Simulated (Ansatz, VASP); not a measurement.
## Two plane-wave programs on P

File INCAR:

```
SYSTEM = P
PREC = Accurate
ENCUT = 520
EDIFF = 1E-6
ISMEAR = -1
SIGMA = 0.1
LREAL = .FALSE.
LASPH = .TRUE.
NELM = 60
ALGO = Normal
ISIF = 2
LWAVE = .FALSE.
LCHARG = .TRUE.
GGA = PE
LELF = .TRUE.
LVHAR = .TRUE.
NBANDS = 12
```

KPOINTS

```
Automatic mesh
0
G
  11 11 11
  0 0 0
```

Contents of POSCAR:

```
P
1.0
    0.0000000000      2.8102803222      2.8102803222
    2.8102803222      0.0000000000      2.8102803222
    2.8102803222      2.8102803222      0.0000000000
P
2
Direct
    0.1250000000      0.1250000000      0.1250000000
    0.8750000000      0.8750000000      0.8750000000
```

Input for Ansatz:

```yaml
crystal:
  lattice:
    - [0.0, 2.8102803222, 2.8102803222]
    - [2.8102803222, 0.0, 2.8102803222]
    - [2.8102803222, 2.8102803222, 0.0]
  atoms:
    - { symbol: P, position: [0.125, 0.125, 0.125] }
    - { symbol: P, position: [0.875, 0.875, 0.875] }
hamiltonian:
  xc: pbe
  pseudopotentials:
    kind: paw
    azcp:
      P: "pseudopotentials/P.paw.azcp"
basis:
  ecutwfc: 420
  fft_grid_basis: typed
kpoints:
  mp_grid: { grid: [11, 11, 11], shift: [0, 0, 0] }
magnetization:
  spin_polarized: false
scf:
  occupations: { method: fermi_dirac, width: 0.1 }
  lower_state_search: "off"
output:
  stress: true
```

Alike in both runs: task single point; functional PBE; k mesh 11 × 11 × 11; occupations fermi-dirac, width 0.1 eV; no spin polarisation.

|  | VASP | Ansatz |
| --- | --- | --- |
| version | VASP 6.6.1 | Ansatz 0.2.0 |
| potentials or method | VASP PAW PBE potentials, release 64 (P), cutoff 520 eV | plane waves (420 eV) with PAW, scalar-relativistic |
| valence electrons in the cell | 10 | 10 |

```tsv
	VASP	Ansatz	Ansatz less VASP
pressure (GPa)	-3.0	-2.9	+0.09
```
